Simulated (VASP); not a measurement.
Runs of VASP 6.6.1 on KBr. The structure is cubic, space group F-43m (No. 216). The conventional cell has a = 7.377 Å, b = 7.377 Å, c = 7.377 Å, α = 90.00°, β = 90.00°, γ = 90.00°. Within 4.2 Å of K (site symmetry -43m) lie 4 Br at 3.19 Å. Within 4.2 Å of Br (site symmetry -43m) lie 4 K at 3.19 Å. 

| level | smearing | grid for exact exchange (PRECFOCK) | share of exact exchange | screening parameter | gap on the mesh (eV) | pressure (GPa) |
| --- | --- | --- | --- | --- | --- | --- |
| PBE-based screened hybrid with 100 % exact exchange | gaussian 0.01 eV | Normal | 1 | 0.1 1/Å | (c) | -0.3 |
| PBEsol | methfessel-paxton 0.5 eV | - | - | - | 4.30 | -0.3 |
| PBEsol | gaussian 0.01 eV | - | - | - | 4.29 | -0.2 |
| PBE-based global hybrid with 35 % exact exchange | gaussian 0.01 eV | Normal | 0.35 | - | (a) | 0.1 |
| HSE06 | gaussian 0.01 eV | Normal | 0.25 | 0.2079 1/Å | (b) | 0.2 |

Alike in all rows: task single point; potentials or basis VASP PAW PBE potentials, release 64 (K_sv, Br); no spin polarisation; cell as given; k mesh 4 × 4 × 4; cutoff (eV) 520.

Q: Estimate the missing entries.

A: (a) 6.89; (b) 5.39; (c) 10.41.

Caveats: the PAW data sets were made with another functional, which shifts forces and pressure a little.

A k mesh can miss the band edges, and the runs leave out spin-orbit coupling on Br.
